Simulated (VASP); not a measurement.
Here is a VASP 6.6.1 calculation.

File INCAR:

```
SYSTEM = Be5Te2
PREC = Accurate
ENCUT = 520
EDIFF = 1E-6
ISMEAR = 0
SIGMA = 0.1
LREAL = .FALSE.
LASPH = .TRUE.
NELM = 60
ALGO = Fast
ISIF = 2
LWAVE = .FALSE.
LCHARG = .FALSE.
GGA = PE
NBANDS = 20
```

File KPOINTS:

```
regular mesh
0
G
  12 12 4
  0 0 0
```

Contents of POSCAR:

```
Be5Te2
1.0
    3.8317712820      0.0000000000      0.0000000000
   -1.9158856410      3.3184112717      0.0000000000
    0.0000000000      0.0000000000      9.1517447365
Be Te
5 2
Direct
    0.0000000000      0.0000000000      0.0004677129
    0.0000000000      0.0000000000      0.7612369011
    0.6666666667      0.3333333333      0.9515851924
    0.3333333333      0.6666666667      0.9973107631
    0.6666666667      0.3333333333      0.3781226579
    0.3333333333      0.6666666667      0.2820000429
    0.6666666667      0.3333333333      0.6492767297
```

Potentials or basis: VASP PAW PBE potentials, release 64 (Be, Te).

The run is started by

```bash
$ cat potpaw_PBE.64/Be/POTCAR potpaw_PBE.64/Te/POTCAR > POTCAR
$ mpirun -np 1 vasp_std > vasp.out
```

(1) Estimate the band gap on the k mesh.

(2) Estimate the largest force.

Answers

(1) zero (band 11 reaches 7.39 eV, above the bottom of band 12 at 5.67 eV).

(2) 0.021 eV/Å.

Caveat: spin-orbit coupling is left out, which moves the levels of the heavy elements.
